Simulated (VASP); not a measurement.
# Au (P6_3/mmc) in VASP: a series of runs, part 2 of 2

VASP 6.6.1. Earlier steps stand in the parts before.

### Step 4. Single point, PBEsol

This run uses another cell than the first one, of 17.04 Å³/atom, 1.136 times its volume.

The input, INCAR:

```
ALGO = Normal ; EDIFF = 1E-6
ENCUT = 520 ; GGA = PS
ISIF = 2 ; ISMEAR = -1
LASPH = T ; LCHARG = T
LELF = T ; LREAL = F
LVHAR = T ; LWAVE = F
NBANDS = 18 ; NELM = 60
PREC = Accurate ; SIGMA = 0.05
```

The input, KPOINTS:

```
k-points
0
Gamma
  15 15 8
```

The input, POSCAR:

```
Au
1.0
    2.8611196539      0.0000000000      0.0000000000
   -1.4305598270      2.4778023036      0.0000000000
    0.0000000000      0.0000000000      4.8061745211
Au
2
Direct
    0.3333333333      0.6666666667      0.2500000000
    0.6666666667      0.3333333333      0.7500000000
```

Potentials or basis: VASP PAW PBE potentials, release 64 (Au).

The run is started by

```sh
> cat potpaw_PBE.64/Au/POTCAR > POTCAR
> mpirun -np 1 vasp_std > vasp.out
```

OUTCAR:

```text
EDIFF = 1E-6
   ENCUT = 520
   GGA = PS
   ISIF = 2
   ISMEAR = -1
   LASPH = T
   LREAL = F
   NELM = 60
   PREC = Accurate

 ion  position               nearest neighbor table
   1  0.333  0.667  0.250-   2 2.92   2 2.92   2 2.92   2 2.92   2 2.92   2 2.92
   2  0.667  0.333  0.750-   1 2.92   1 2.92   1 2.92   1 2.92   1 2.92   1 2.92

  LATTYP: Found a hexagonal cell.
 ALAT       =     2.8611196539
 C/A-ratio  =     1.6798229723

  Lattice vectors:

 A1 = (   2.8611196539,   0.0000000000,   0.0000000000)
 A2 = (  -1.4305598270,   2.4778023036,   0.0000000000)
 A3 = (   0.0000000000,   0.0000000000,   4.8061745211)

Analysis of symmetry for initial positions (statically):
=====================================================================
 Subroutine PRICEL returns:
 Original cell was already a primitive cell.

 Routine SETGRP: Setting up the symmetry group for a
 hexagonal supercell.

 Subroutine GETGRP returns: Found 24 space group operations
 (whereof 12 operations were pure point group operations)
 out of a pool of 24 trial point group operations.

The static configuration has the point symmetry D_3d.
 The point group associated with its full space group is D_6h.

Analysis of symmetry for dynamics (positions and initial velocities):
=====================================================================
 Subroutine PRICEL returns:
 Original cell was already a primitive cell.

 Routine SETGRP: Setting up the symmetry group for a
 hexagonal supercell.

 Subroutine GETGRP returns: Found 24 space group operations
 (whereof 12 operations were pure point group operations)
 out of a pool of 24 trial point group operations.

The dynamic configuration has the point symmetry D_3d.
 The point group associated with its full space group is D_6h.

 Subroutine INISYM returns: Found 24 space group operations
 (whereof 12 operations are pure point group operations),
 and found     1 'primitive' translations

----------------------------------------------------------------------------------------

                                     Primitive cell

  volume of cell :      34.0724

  direct lattice vectors                    reciprocal lattice vectors
     2.861119654  0.000000000  0.000000000     0.349513520  0.201791725  0.000000000
    -1.430559827  2.477802304  0.000000000     0.000000000  0.403583449  0.000000000
     0.000000000  0.000000000  4.806174521     0.000000000  0.000000000  0.208065686

  length of vectors
     2.861119654  2.861119654  4.806174521     0.403583449  0.403583449  0.208065686

  position of ions in fractional coordinates (direct lattice)
     0.333333333  0.666666667  0.250000000
     0.666666667  0.333333333  0.750000000

  ion indices of the primitive-cell ions
   primitive index   ion index
                 1           1
                 2           2

----------------------------------------------------------------------------------------

 KPOINTS: k-points

Automatic generation of k-mesh.
 Grid dimensions read from file:
 generate k-points for:   15   15    8

 Generating k-lattice:

  Cartesian coordinates                     Fractional coordinates (reciprocal lattice)
     0.023300901  0.013452782  0.000000000     0.066666667  0.000000000  0.000000000
     0.000000000  0.026905563  0.000000000     0.000000000  0.066666667  0.000000000
     0.000000000  0.000000000  0.026008211     0.000000000  0.000000000  0.125000000

  Length of vectors
     0.026905563  0.026905563  0.026008211

  Shift w.r.t. Gamma in fractional coordinates (k-lattice)
     0.000000000  0.000000000  0.000000000

 Subroutine IBZKPT returns following result:
 ===========================================

 Found    135 irreducible k-points:

 Following reciprocal coordinates:
            Coordinates               Weight
  0.000000  0.000000  0.000000      1.000000
  0.066667 -0.000000  0.000000      6.000000
  0.133333  0.000000  0.000000      6.000000
  0.200000 -0.000000  0.000000      6.000000
  0.266667  0.000000  0.000000      6.000000
  0.333333 -0.000000  0.000000      6.000000
[... 16 lines left out ...]
  0.333333  0.200000  0.000000     12.000000
  0.400000  0.200000  0.000000      6.000000
 [... further k-points ...]
   k-points           NKPTS =    135   k-points in BZ     NKDIM =    135   number of bands    NBANDS=     18
   number of dos      NEDOS =    301   number of ions     NIONS =      2
   total plane-waves  NPLWV =  20736
   dimension x,y,z NGX =    24 NGY =   24 NGZ =   36
   dimension x,y,z NGXF=    48 NGYF=   48 NGZF=   72
   ions per type =               2
   NGX,Y,Z   is equivalent  to a cutoff of  13.95, 13.95, 12.45 a.u.
   NGXF,Y,Z  is equivalent  to a cutoff of  27.89, 27.89, 24.90 a.u.
 SYSTEM =  unknown system
   PREC   = accura    normal or accurate (medium, high low for compatibility)
   ISTART =      0    job   : 0-new  1-cont  2-samecut
   ICHARG =      2    charge: 1-file 2-atom 10-const
   ISPIN  =      1    spin polarized calculation?
   LNONCOLLINEAR =      F non collinear calculations
   LSORBIT =      F    spin-orbit coupling
   LASPH  =      T    aspherical Exc in radial PAW
   ENCUT  =  520.0 eV  38.22 Ry    6.18 a.u.   5.32  5.32  8.94*2*pi/ulx,y,z
   NELM   =     60;   NELMIN=  2; NELMDL= -5     # of ELM steps
   EDIFF  = 0.1E-05   stopping-criterion for ELM
   LREAL  =      F    real-space projection
   EDIFFG = 0.1E-04   stopping-criterion for IOM
   NSW    =      0    number of steps for IOM
   IBRION =     -1    ionic relax: 0-MD 1-quasi-New 2-CG
   NFREE  =      0    steps in history (QN), initial steepest desc. (CG)
   ISIF   =      2    stress and relaxation
   ISYM   =      2    0-nonsym 1-usesym 2-fastsym
   POTIM  = 0.5000    time-step for ionic-motion
   TEBEG  =    0.0;   TEEND  =   0.0 temperature during run
   PSTRESS=    0.0 pullay stress
   NELECT =      22.0000    total number of electrons
   NUPDOWN=      -1.0000    fix difference up-down
   EMIN   =  10.00;   EMAX   =-10.00  energy-range for DOS
   EFERMI =   0.00;   METHOD = LEGACY
   ISMEAR =    -1;   SIGMA  =   0.05  broadening in eV -4-tet -1-fermi 0-gaus
   EFERMI_NEDOS =   21; number of points for ismear=-14 and -15
   IALGO  =     38    algorithm
   IMIX   =      4    mixing-type and parameters
     AMIX     =   0.40;   BMIX     =  1.00
     AMIX_MAG =   1.60;   BMIX_MAG =  1.00
  volume/ion in A,a.u.               =      17.04       114.97
  Fermi-wavevector in a.u.,A,eV,Ry     =   1.414974  2.673912 27.240906  2.002150
  Thomas-Fermi vector in A             =   2.536460
   LORBIT       =      0    0 simple, 1 ext, 2 COOP (PROOUT), +10 PAW based schemes
   GGA     = PS    functional components
   LHFCALC =     F    Hartree Fock is set to
   AEXX    =    0.0000 exact exchange contribution
   IVDW    =     0    specifies the selected vdW correction
   LEPSILON=     F    determine dielectric tensor
   LRPA    =     F    only Hartree local field effects (RPA)
 non-spin polarized calculation
  energy-cutoff  :      520.00
  volume of cell :       34.07
 maximum number of plane-waves:       936
 NGX is ok and might be reduce to    24
   NGX = 11   NGY = 11   NGZ = 17

 number of electron      22.0000003 magnetization

 Free energy of the ion-electron system (eV)
  ---------------------------------------------------
  ext. energy  EPLUGINS =         0.00000000
  ---------------------------------------------------
  free energy    TOTEN  =        -7.84342327 eV

  energy without entropy =       -7.83900736  energy(sigma->0) =       -7.84121531

 E-fermi :   9.2866     XC(G=0): -12.8859

 val. band max:        9.1799457255   @ k =   0.2000   0.0667   0.2500
 cond. band min:       9.3137728978   @ k =   0.4000   0.0667   0.5000
 fundamental gap:      0.1338271723
 Fermi energy:         9.2866489798

 k-point     1 :       0.0000    0.0000    0.0000
  band No.  band energies     occupation
      1      -0.6425      2.00000
      2       1.8545      2.00000
      3       4.4205      2.00000
      4       4.7046      2.00000
      5       4.7046      2.00000
      6       5.0192      2.00000
[... 10 lines left out ...]
     17      27.7723      0.00000
     18      27.7723      0.00000

 k-point     2 :       0.0667   -0.0000    0.0000
  band No.  band energies     occupation
      1      -0.5008      2.00000
      2       1.9729      2.00000
      3       4.3700      2.00000
      4       4.7440      2.00000
      5       4.7999      2.00000
      6       4.9678      2.00000
[... 10 lines left out ...]
     17      27.0065      0.00000
     18      27.1655      0.00000
[... 442 lines left out ...]
 k-point    24 :       0.4000    0.2000    0.0000
  band No.  band energies     occupation
      1       3.0479      2.00000
      2       3.1277      2.00000
      3       3.1426      2.00000
      4       4.5259      2.00000
      5       4.6691      2.00000
      6       4.7645      2.00000
[... 10 lines left out ...]
     17      21.1358      0.00000
     18      22.8675      0.00000

 [... further k-points ...]
[... 5 lines left out ...]
  --------------------------------------------------------------------------------------
  -------------------------------------------------------------------------------------
  Total       -0.0627394     -0.0627394     -0.0631495      0.0000000      0.0000000      0.0000000
  in kB       -2.9501806     -2.9501806     -2.9694644      0.0000000      0.0000000      0.0000000
  external PRESSURE =      -2.9566086 kB  Pullay stress =       0.0000000 kB

 VOLUME and BASIS-vectors are now :
 -----------------------------------------------------------------------------
  energy-cutoff  :      520.00
  volume of cell :       34.07
      direct lattice vectors                 reciprocal lattice vectors
     2.861119654  0.000000000  0.000000000     0.349513520  0.201791725  0.000000000
    -1.430559827  2.477802304  0.000000000     0.000000000  0.403583449  0.000000000
     0.000000000  0.000000000  4.806174521     0.000000000  0.000000000  0.208065686

 POSITION                                       TOTAL-FORCE (eV/Angst)
 -----------------------------------------------------------------------------------
     -0.00000      1.65187      1.20154         0.000000     -0.000000      0.000000
      1.43056      0.82593      3.60463        -0.000000      0.000000      0.000000
 -----------------------------------------------------------------------------------
    total drift:                               -0.000000      0.000000     -0.000000

  FREE ENERGIE OF THE ION-ELECTRON SYSTEM (eV)
  ---------------------------------------------------
  free  energy   TOTEN  =        -7.8434232676 eV

  energy  without entropy=       -7.8390073564  energy(sigma->0) =       -7.84121531
```

Run time: 1.9 min. Hardware: 1 thread of AMD EPYC, shared host; peak memory 0.17 GiB.

Results:

| Property | Result |
| --- | --- |
| Free energy | -7.8434 eV |
| Pressure | -0.3 GPa |
| Band gap on the k mesh | zero (band 11 reaches 13.56 eV, above the bottom of band 12 at 6.64 eV) |

Caveat: the PAW data sets were made with another functional, which shifts forces and pressure a little; spin-orbit coupling is left out, which moves the levels of the heavy elements.

### Step 5. Relaxation of shape and atoms at fixed volume, PBEsol

This run uses another cell than the first one, of 7.33 Å³/atom, 0.489 times its volume.

The input, INCAR:

```
SYSTEM = Au
ALGO = Normal
EDIFF = 1E-7
EDIFFG = -0.005
ENCUT = 600
GGA = PS
IBRION = 2
ISIF = 4
ISMEAR = -1
LASPH = .True.
LCHARG = .False.
LREAL = .False.
LWAVE = .False.
NELM = 100
NSW = 50
PREC = Accurate
SIGMA = 0.05
```

The input, KPOINTS:

```
k-points
0
Gamma
  15 15 8
  0 0 0
```

The input, POSCAR:

```
Au
1.0
    2.1595279990      0.0000000000      0.0000000000
   -1.0797639995      1.8702061073      0.0000000000
    0.0000000000      0.0000000000      3.6276247420
Au
2
Direct
    0.3333333333      0.6666666667      0.2500000000
    0.6666666667      0.3333333333      0.7500000000
```

The run is started by

```sh
> cat potpaw_PBE.64/Au/POTCAR > POTCAR
> mpirun -np 1 vasp_std > vasp.out
```

Run time: 3.2 min. Hardware: 1 thread of AMD EPYC, shared host; peak memory 0.12 GiB.

The run converged, but its numbers aren't listed here, since they failed a check.

Caveat: the PAW data sets were made with another functional, which shifts forces and pressure a little; spin-orbit coupling is left out, which moves the levels of the heavy elements.
